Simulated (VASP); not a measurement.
Here is a VASP 6.6.1 calculation.

The input INCAR:

```
ALGO = Normal
EDIFF = 1E-7
ENCUT = 520
GGA = PE
ISIF = 2
ISMEAR = -1
LASPH = T
LCHARG = F
LREAL = F
LWAVE = F
NBANDS = 11
NELM = 100
PREC = Accurate
SIGMA = 0.05
```

File KPOINTS:

```
k-points
0
Gamma
  8 8 8
```

Contents of POSCAR:

```
Si
1.0
    0.0000000000      2.7162807660      2.7162807660
    2.7162807660      0.0000000000      2.7162807660
    2.7162807660      2.7162807660      0.0000000000
Si
2
Direct
    0.0000000000      0.0000000000      0.0000000000
    0.2500000000      0.2500000000      0.2500000000
```

Potentials or basis: VASP PAW PBE potentials, release 64 (Si).

The run is started by

```bash
$ cat potpaw_PBE.64/Si/POTCAR > POTCAR
$ mpirun -np 1 vasp_std > vasp.out
```

Task: Estimate the band gap on the k mesh.

Result: 0.62 eV, indirect (least direct gap 2.56 eV).

Task: Estimate the pressure.

Result: 1.8 GPa.

A k mesh can miss the band edges. Expect the measured gap to be larger: semilocal functionals such as PBE lack the derivative discontinuity.
